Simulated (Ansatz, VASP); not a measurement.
## Two plane-wave programs on W

```
CELL_PARAMETERS angstrom
0.00000 1.77501 1.77501
1.77501 0.00000 1.77501
1.77501 1.77501 0.00000
ATOMIC_POSITIONS crystal
W 0.00000 0.00000 0.00000
```

Change from the starting cell: volume scaled by 0.7, PAW files.

Alike in both runs: task single point; functional PBEsol; k mesh 18 × 18 × 18; occupations fermi-dirac, width 0.05 eV; no spin polarisation.

|  | VASP | Ansatz |
| --- | --- | --- |
| version | VASP 6.6.1 | Ansatz 0.2.0 |
| potentials or method | VASP PAW PBE potentials, release 64 (W_sv) | PAW with Ansatz's default frozen-core files, scalar-relativistic |
| plane-wave cutoff (eV) | 520 | 420 |
| valence electrons in the cell | 14 | 14 |

```tsv
	VASP	Ansatz	Ansatz less VASP
pressure (GPa)	218.5	211.7	-6.79
```

VASP's potentials were made for PBE, not for PBEsol. Both programs put the cell under a high pressure, so it lies far from rest at this level.

Spin-orbit coupling is off throughout. Noted on VASP's run: the cell as given lies far from equilibrium.
